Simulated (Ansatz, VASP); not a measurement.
**GaN: VASP beside Ansatz**

```
Ga N
1.0
     3.17364    0.00000    0.00000
    -1.58682    2.74845    0.00000
     0.00000    0.00000    5.17148
Ga N
2 2
Cartesian
  0.0000 1.8323 -0.0041
  1.5868 0.9162 2.5817
  0.0000 1.8323 1.9434
  1.5868 0.9162 4.5291
```

Alike in both runs: functional LDA; k mesh 9 × 9 × 6; no spin polarisation.

Ansatz relaxed the structure, and its values are those at the end. VASP's run is a single point on that final structure, the one shown.

|  | VASP | Ansatz |
| --- | --- | --- |
| version | VASP 6.6.1 | Ansatz 0.2.0 |
| potentials or method | VASP PAW LDA potentials, release 64 (Ga_d, N_h) | scalar-relativistic, plane waves, PAW |
| plane-wave cutoff (eV) | 910 | 420 |
| occupations | gaussian, width 0.01 eV | fixed |
| valence electrons in the cell | 36 | 36 |

Ansatz gave:

* gap on the k mesh at the Fermi level (eV): 2.00
* least direct gap on the mesh (eV): 2.00

Task: Estimate VASP's values.

Result: gap on the k mesh at the Fermi level (eV): 2.01; least direct gap on the mesh (eV): 2.01.

LDA's correlation is that of Perdew and Zunger in VASP and of Perdew and Wang (1992) in Ansatz. Ansatz's warnings: stress scf threshold loose.

Noted on VASP's run: the cutoff is short for stress, so the pressure is rough.
